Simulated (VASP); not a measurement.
A run of VASP 6.6.1 is set up as follows.

File INCAR:

```
SYSTEM = Zn
  ALGO = Normal
  EDIFF = 1E-6
  ENCUT = 500
  GGA_COMPAT = .False.
  ISIF = 2
  ISMEAR = -1
  LASPH = .True.
  LCHARG = .False.
  LREAL = .False.
  LWAVE = .False.
  NBANDS = 12
  NELM = 120
  PREC = Accurate
  SIGMA = 0.1
```

KPOINTS

```
k-points
0
Gamma
  11 11 11
  0 0 0
```

Contents of POSCAR:

```
Zn
1.0
    0.0000000000      1.8922173142      1.8922173142
    1.8922173142      0.0000000000      1.8922173142
    1.8922173142      1.8922173142      0.0000000000
Zn
1
Direct
    0.0000000000      0.0000000000      0.0000000000
```

Potentials or basis: VASP PAW LDA potentials, release 64 (Zn).

Launch:

```bash
$ cat potpaw_LDA.64/Zn/POTCAR > POTCAR
$ mpirun -np 1 vasp_std > vasp.out
```

Problem. Predict the pressure.

Solution. 0.8 GPa.

Problem. Predict the band gap on the k mesh.

Solution. Zero (bands 6 and 7 overlap by 2.62 eV).
